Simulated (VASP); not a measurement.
# Zr (P6_3/mmc) in VASP: notebook

Zr is run at these levels: PBE; tasks: single point, relaxation of cell and atoms.

Everything below comes from runs of VASP 6.6.1. Logs are shortened: lines on timing, memory, paths and dates and some standing lists are left out, and cuts for length are marked.

## Step 1: The cell of the first run

Symmetry: P6_3/mmc, No. 194, hexagonal system. Conventional cell: a = 3.377 Å, b = 3.377 Å, c = 5.030 Å, α = 90.00°, β = 90.00°, γ = 120.00°. Zr (site symmetry -6m2) has 12 Zr at 3.18 to 3.38 Å within 4.2 Å.

## Step 2: Single point, PBE (biaxial strain in the a-b plane: +4.5 %)

Input file INCAR:

```
SYSTEM = Zr
ALGO     = Normal         ! electronic algorithm
EDIFF    = 1E-7           ! SCF threshold, eV
ENCUT    = 520            ! plane-wave cutoff, eV
GGA      = PE             ! functional
ISIF     = 2              ! what is computed and relaxed
ISMEAR   = 0              ! smearing method
LASPH    = .True.         ! aspherical terms in the spheres
LCHARG   = .False.        ! write CHGCAR
LREAL    = .False.        ! projectors in reciprocal space
LWAVE    = .False.        ! write WAVECAR
NBANDS   = 19             ! bands
NELM     = 100            ! most SCF steps
PREC     = Accurate       ! precision mode
SIGMA    = 0.1            ! smearing width, eV
```

Input file KPOINTS:

```
k-points
0
Gamma
  15 15 8
  0 0 0
```

Input file POSCAR:

```
Zr
1.0
    3.3773259612      0.0000000000      0.0000000000
   -1.6886629806      2.9248500792      0.0000000000
    0.0000000000      0.0000000000      5.0304886629
Zr
2
Direct
    0.3333333333      0.6666666667      0.2500000000
    0.6666666667      0.3333333333      0.7500000000
```

Potentials or basis: VASP PAW PBE potentials, release 64 (Zr_sv).

Started as:

```
cat potpaw_PBE.64/Zr_sv/POTCAR > POTCAR
mpirun -np 1 vasp_std > vasp.out
```

OUTCAR:

```text
SYSTEM = Zr
   EDIFF = 1E-7
   ENCUT = 520
   GGA = PE
   ISIF = 2
   ISMEAR = 0
   LASPH = .True.
   LREAL = .False.
   NELM = 100
   PREC = Accurate

 ion  position               nearest neighbor table
   1  0.333  0.667  0.250-   2 3.18   2 3.18   2 3.18   2 3.18   2 3.18   2 3.18
   2  0.667  0.333  0.750-   1 3.18   1 3.18   1 3.18   1 3.18   1 3.18   1 3.18

  LATTYP: Found a hexagonal cell.
 ALAT       =     3.3773259612
 C/A-ratio  =     1.4894886430

  Lattice vectors:

 A1 = (   3.3773259612,   0.0000000000,   0.0000000000)
 A2 = (  -1.6886629806,   2.9248500792,   0.0000000000)
 A3 = (   0.0000000000,   0.0000000000,   5.0304886629)

Analysis of symmetry for initial positions (statically):
=====================================================================
 Subroutine PRICEL returns:
 Original cell was already a primitive cell.

 Routine SETGRP: Setting up the symmetry group for a
 hexagonal supercell.

 Subroutine GETGRP returns: Found 24 space group operations
 (whereof 12 operations were pure point group operations)
 out of a pool of 24 trial point group operations.

The static configuration has the point symmetry D_3d.
 The point group associated with its full space group is D_6h.

Analysis of symmetry for dynamics (positions and initial velocities):
=====================================================================
 Subroutine PRICEL returns:
 Original cell was already a primitive cell.

 Routine SETGRP: Setting up the symmetry group for a
 hexagonal supercell.

 Subroutine GETGRP returns: Found 24 space group operations
 (whereof 12 operations were pure point group operations)
 out of a pool of 24 trial point group operations.

The dynamic configuration has the point symmetry D_3d.
 The point group associated with its full space group is D_6h.

 Subroutine INISYM returns: Found 24 space group operations
 (whereof 12 operations are pure point group operations),
 and found     1 'primitive' translations

----------------------------------------------------------------------------------------

                                     Primitive cell

  volume of cell :      49.6920

  direct lattice vectors                    reciprocal lattice vectors
     3.377325961  0.000000000  0.000000000     0.296092237  0.170948933  0.000000000
    -1.688662981  2.924850079  0.000000000     0.000000000  0.341897866  0.000000000
     0.000000000  0.000000000  5.030488663     0.000000000  0.000000000  0.198787845

  length of vectors
     3.377325961  3.377325961  5.030488663     0.341897866  0.341897866  0.198787845

  position of ions in fractional coordinates (direct lattice)
     0.333333333  0.666666667  0.250000000
     0.666666667  0.333333333  0.750000000

  ion indices of the primitive-cell ions
   primitive index   ion index
                 1           1
                 2           2

----------------------------------------------------------------------------------------

 KPOINTS: k-points

Automatic generation of k-mesh.
 Grid dimensions read from file:
 generate k-points for:   15   15    8

 Generating k-lattice:

  Cartesian coordinates                     Fractional coordinates (reciprocal lattice)
     0.019739482  0.011396596  0.000000000     0.066666667  0.000000000  0.000000000
     0.000000000  0.022793191  0.000000000     0.000000000  0.066666667  0.000000000
     0.000000000  0.000000000  0.024848481     0.000000000  0.000000000  0.125000000

  Length of vectors
     0.022793191  0.022793191  0.024848481

  Shift w.r.t. Gamma in fractional coordinates (k-lattice)
     0.000000000  0.000000000  0.000000000

 Subroutine IBZKPT returns following result:
 ===========================================

 Found    135 irreducible k-points:

 Following reciprocal coordinates:
            Coordinates               Weight
  0.000000  0.000000  0.000000      1.000000
  0.066667 -0.000000  0.000000      6.000000
  0.133333 -0.000000  0.000000      6.000000
  0.200000 -0.000000  0.000000      6.000000
  0.266667 -0.000000  0.000000      6.000000
  0.333333 -0.000000  0.000000      6.000000
[... 16 lines left out ...]
  0.333333  0.200000  0.000000     12.000000
  0.400000  0.200000  0.000000      6.000000
 [... further k-points ...]
   k-points           NKPTS =    135   k-points in BZ     NKDIM =    135   number of bands    NBANDS=     19
   number of dos      NEDOS =    301   number of ions     NIONS =      2
   total plane-waves  NPLWV =  31360
   dimension x,y,z NGX =    28 NGY =   28 NGZ =   40
   dimension x,y,z NGXF=    56 NGYF=   56 NGZF=   80
   ions per type =               2
   NGX,Y,Z   is equivalent  to a cutoff of  13.78, 13.78, 13.22 a.u.
   NGXF,Y,Z  is equivalent  to a cutoff of  27.57, 27.57, 26.44 a.u.
 SYSTEM =  Zr
   PREC   = accura    normal or accurate (medium, high low for compatibility)
   ISTART =      0    job   : 0-new  1-cont  2-samecut
   ICHARG =      2    charge: 1-file 2-atom 10-const
   ISPIN  =      1    spin polarized calculation?
   LNONCOLLINEAR =      F non collinear calculations
   LSORBIT =      F    spin-orbit coupling
   LASPH  =      T    aspherical Exc in radial PAW
   ENCUT  =  520.0 eV  38.22 Ry    6.18 a.u.   6.28  6.28  9.35*2*pi/ulx,y,z
   NELM   =    100;   NELMIN=  2; NELMDL= -5     # of ELM steps
   EDIFF  = 0.1E-06   stopping-criterion for ELM
   LREAL  =      F    real-space projection
   EDIFFG = 0.1E-05   stopping-criterion for IOM
   NSW    =      0    number of steps for IOM
   IBRION =     -1    ionic relax: 0-MD 1-quasi-New 2-CG
   NFREE  =      0    steps in history (QN), initial steepest desc. (CG)
   ISIF   =      2    stress and relaxation
   ISYM   =      2    0-nonsym 1-usesym 2-fastsym
   POTIM  = 0.5000    time-step for ionic-motion
   TEBEG  =    0.0;   TEEND  =   0.0 temperature during run
   PSTRESS=    0.0 pullay stress
   NELECT =      24.0000    total number of electrons
   NUPDOWN=      -1.0000    fix difference up-down
   EMIN   =  10.00;   EMAX   =-10.00  energy-range for DOS
   EFERMI =   0.00;   METHOD = LEGACY
   ISMEAR =     0;   SIGMA  =   0.10  broadening in eV -4-tet -1-fermi 0-gaus
   EFERMI_NEDOS =   21; number of points for ismear=-14 and -15
   IALGO  =     38    algorithm
   IMIX   =      4    mixing-type and parameters
     AMIX     =   0.40;   BMIX     =  1.00
     AMIX_MAG =   1.60;   BMIX_MAG =  1.00
  volume/ion in A,a.u.               =      24.85       167.67
  Fermi-wavevector in a.u.,A,eV,Ry     =   1.284447  2.427254 22.446961  1.649805
  Thomas-Fermi vector in A             =   2.416641
   LORBIT       =      0    0 simple, 1 ext, 2 COOP (PROOUT), +10 PAW based schemes
   GGA     = PE    functional components
   LHFCALC =     F    Hartree Fock is set to
   AEXX    =    0.0000 exact exchange contribution
   IVDW    =     0    specifies the selected vdW correction
   LEPSILON=     F    determine dielectric tensor
   LRPA    =     F    only Hartree local field effects (RPA)
 non-spin polarized calculation
 Gauss-broadening in eV      SIGMA  =   0.10
  energy-cutoff  :      520.00
  volume of cell :       49.69
 maximum number of plane-waves:      1375
 NGX is ok and might be reduce to    28
   NGX = 13   NGY = 13   NGZ = 19

 number of electron      24.0000000 magnetization

 Free energy of the ion-electron system (eV)
  ---------------------------------------------------
  ext. energy  EPLUGINS =         0.00000000
  ---------------------------------------------------
  free energy    TOTEN  =       -16.95874818 eV

  energy without entropy =      -16.94921689  energy(sigma->0) =      -16.95398254

 E-fermi :   8.3156     XC(G=0): -10.7880

 val. band max:        8.3152038918   @ k =   0.1333  -0.0000   0.1250
 cond. band min:       8.3241748139   @ k =   0.1333   0.0667   0.0000
 fundamental gap:      0.0089709221
 Fermi energy:         8.3155895301

 k-point     1 :       0.0000    0.0000    0.0000
  band No.  band energies     occupation
      1     -40.7142      2.00000
      2     -40.5644      2.00000
      3     -19.1844      2.00000
      4     -18.4777      2.00000
      5     -18.4777      2.00000
      6     -18.3154      2.00000
[... 11 lines left out ...]
     18       9.8655      0.00000
     19      12.3445      0.00000

 k-point     2 :       0.0667   -0.0000    0.0000
  band No.  band energies     occupation
      1     -40.7107      2.00000
      2     -40.5638      2.00000
      3     -19.1732      2.00000
      4     -18.4968      2.00000
      5     -18.4852      2.00000
      6     -18.3360      2.00000
[... 11 lines left out ...]
     18       9.9715      0.00000
     19      12.4278      0.00000

 k-point     3 :       0.1333   -0.0000    0.0000
  band No.  band energies     occupation
      1     -40.7006      2.00000
      2     -40.5622      2.00000
      3     -19.1404      2.00000
      4     -18.5511      2.00000
      5     -18.5058      2.00000
      6     -18.3934      2.00000
[... 11 lines left out ...]
     18      10.3166      0.00000
     19      12.6296      0.00000

 k-point     4 :       0.2000   -0.0000    0.0000
  band No.  band energies     occupation
      1     -40.6852      2.00000
      2     -40.5604      2.00000
      3     -19.0888      2.00000
      4     -18.6315      2.00000
      5     -18.5349      2.00000
      6     -18.4754      2.00000
[... 11 lines left out ...]
     18      10.7236      0.00000
     19      12.8653      0.00000

 k-point     5 :       0.2667   -0.0000    0.0000
  band No.  band energies     occupation
      1     -40.6664      2.00000
      2     -40.5595      2.00000
      3     -19.0227      2.00000
      4     -18.7244      2.00000
      5     -18.5670      2.00000
      6     -18.5663      2.00000
[... 11 lines left out ...]
     18      11.2114      0.00000
     19      13.0767      0.00000
[... 334 lines left out ...]
      2     -40.5608      2.00000
      3     -18.9291      2.00000
      4     -18.7620      2.00000
      5     -18.7389      2.00000
      6     -18.5551      2.00000
[... 11 lines left out ...]
     18      12.3687      0.00000
     19      13.1145      0.00000

 k-point    22 :       0.2667    0.2000    0.0000
  band No.  band energies     occupation
      1     -40.6243      2.00000
      2     -40.5641      2.00000
      3     -18.8576      2.00000
      4     -18.8289      2.00000
      5     -18.7513      2.00000
      6     -18.6037      2.00000
[... 11 lines left out ...]
     18      13.0378      0.00000
     19      13.1666      0.00000

 k-point    23 :       0.3333    0.2000    0.0000
  band No.  band energies     occupation
      1     -40.6096      2.00000
      2     -40.5692      2.00000
      3     -18.8746      2.00000
      4     -18.7916      2.00000
      5     -18.7401      2.00000
      6     -18.6572      2.00000
[... 11 lines left out ...]
     18      13.1978      0.00000
     19      13.5872      0.00000

 k-point    24 :       0.4000    0.2000    0.0000
  band No.  band energies     occupation
      1     -40.6030      2.00000
      2     -40.5725      2.00000
      3     -18.8905      2.00000
      4     -18.7593      2.00000
      5     -18.7173      2.00000
      6     -18.6954      2.00000
[... 11 lines left out ...]
     18      13.2080      0.00000
     19      13.7544      0.00000

 [... further k-points ...]
[... 5 lines left out ...]
  --------------------------------------------------------------------------------------
  -------------------------------------------------------------------------------------
  Total       -2.0566767     -2.0566767     -0.2627731      0.0000000      0.0000000      0.0000000
  in kB      -66.3116517    -66.3116517     -8.4723674      0.0000000      0.0000000      0.0000000
  external PRESSURE =     -47.0318903 kB  Pullay stress =       0.0000000 kB

 VOLUME and BASIS-vectors are now :
 -----------------------------------------------------------------------------
  energy-cutoff  :      520.00
  volume of cell :       49.69
      direct lattice vectors                 reciprocal lattice vectors
     3.377325961  0.000000000  0.000000000     0.296092237  0.170948933  0.000000000
    -1.688662981  2.924850079  0.000000000     0.000000000  0.341897866  0.000000000
     0.000000000  0.000000000  5.030488663     0.000000000  0.000000000  0.198787845

 POSITION                                       TOTAL-FORCE (eV/Angst)
 -----------------------------------------------------------------------------------
     -0.00000      1.94990      1.25762        -0.000000      0.000000      0.000000
      1.68866      0.97495      3.77287         0.000000     -0.000000      0.000000
 -----------------------------------------------------------------------------------
    total drift:                               -0.000000      0.000000     -0.000000

  FREE ENERGIE OF THE ION-ELECTRON SYSTEM (eV)
  ---------------------------------------------------
  free  energy   TOTEN  =       -16.9587481822 eV

  energy  without entropy=      -16.9492168882  energy(sigma->0) =      -16.95398254
```

Run time: 81 s. Hardware: 1 thread of Intel Xeon 6975P-C, shared host; peak memory 0.25 GiB.

What came out:

```
Free energy            : -16.9587 eV
Pressure               : -4.7 GPa
Band gap on the k mesh : zero (band 12 reaches 9.12 eV, above the bottom of band 13 at 8.05 eV)
```

Stress tensor (GPa, compression positive):
```
-6.63  0.00  0.00
 0.00 -6.63  0.00
 0.00  0.00 -0.85
```

Caveat: the cell differs from its parent crystal (biaxial strain in the a-b plane: +4.5 %).

(Continued in part 2 of 2.)
